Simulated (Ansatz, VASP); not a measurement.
# Fe: VASP beside Ansatz

INCAR

```
  PREC = Accurate
  ENCUT = 520
  EDIFF = 1E-8
  ISMEAR = -1
  SIGMA = 0.05
  LREAL = F
  LASPH = T
  NELM = 200
  ALGO = Normal
  ISIF = 2
  LWAVE = F
  LCHARG = F
  ISPIN = 2
  MAGMOM = 3
  LORBIT = 11
  LMAXMIX = 4
  GGA = CA
  LEFG = T
  NBANDS = 14
  GGA_COMPAT = F
```

KPOINTS

```
regular mesh
0
Gamma
  16 16 16
```

The input POSCAR:

```
Fe
1.0
    0.0000000000      1.9417396906      1.9651051623
    1.4984397099      0.0000000000      1.9651051623
    1.4984397099      1.9417396906      0.0000000000
Fe
1
Direct
    0.0000000000      0.0000000000      0.0000000000
```

Input for Ansatz:

```yaml
crystal:
  lattice:
    - [0.0, 1.9417396906, 1.9651051623]
    - [1.4984397099, 0.0, 1.9651051623]
    - [1.4984397099, 1.9417396906, 0.0]
  atoms:
    - { symbol: Fe, position: [0.0, 0.0, 0.0], spin: 3.0 }
magnetization:
  spin_polarized: true
kpoints:
  mp_grid: { grid: [16, 16, 16] }
  band_path:
    path:
      - [0.0, 0.0, 0.0]
      - [0.5, 0.0, 0.5]
      - [0.5, 0.246480624, 0.746480624]
      - [0.5, 0.753519376, 0.253519376]
      - [0.5, 0.5, 0.0]
      - [0.9257107586, 0.5, 0.4257107586]
      - [0.0742892414, 0.5, 0.5742892414]
      - [0.0, 0.5, 0.5]
      - [0.076087883, 0.576087883, 0.5]
    npoints: 14
scf:
  occupations: { method: fermi_dirac, width: 0.05 }
hamiltonian:
  xc: lda
  pseudopotentials: { kind: paw }
output:
  forces: true
  stress: true
  eigenvalues: true
  efg: { contact_densities: true }
  populations: true
  bader: true
  dos: { projected: true, de: 0.2, e_range: [-14, 8] }
  write_density: true
  write_potential: true
  elf: true
  volumetric_format: npy
```

Alike in both runs: task electric field gradients; functional LDA; k mesh 16 × 16 × 16; occupations fermi-dirac, width 0.05 eV; collinear spin.

```csv
,VASP,Ansatz
version,VASP 6.6.1,Ansatz 0.2.0
potentials or method,"VASP PAW LDA potentials, release 64 (Fe)","PAW with Ansatz's default frozen-core files, scalar-relativistic"
plane-wave cutoff (eV),520,420
valence electrons in the cell,8,16
```

|  | VASP | Ansatz | Ansatz less VASP |
| --- | --- | --- | --- |
| pressure (GPa) | -18.8 | -17.9 | +0.88 |
| traceless stress, the component that is largest in VASP (GPa) | -5.63 | -5.49 | +0.134 |
| net moment per atom (μB) | 2.14 | 2.18 | +0.040 |
| size of the moment on the site where the two differ most (μB) | 2.11 | 2.19 | +0.075 |
| size of Vzz on the site where it differs most (V/Å²) | 8.4 | 8.3 | -0.10 |

LDA's correlation is that of Perdew and Zunger in VASP and of Perdew and Wang (1992) in Ansatz. Site moments also hang on the region over which each program counts them. VASP's potentials hold 8 valence electrons a cell and Ansatz's 16, so a difference there can come from the potentials and not from the codes.
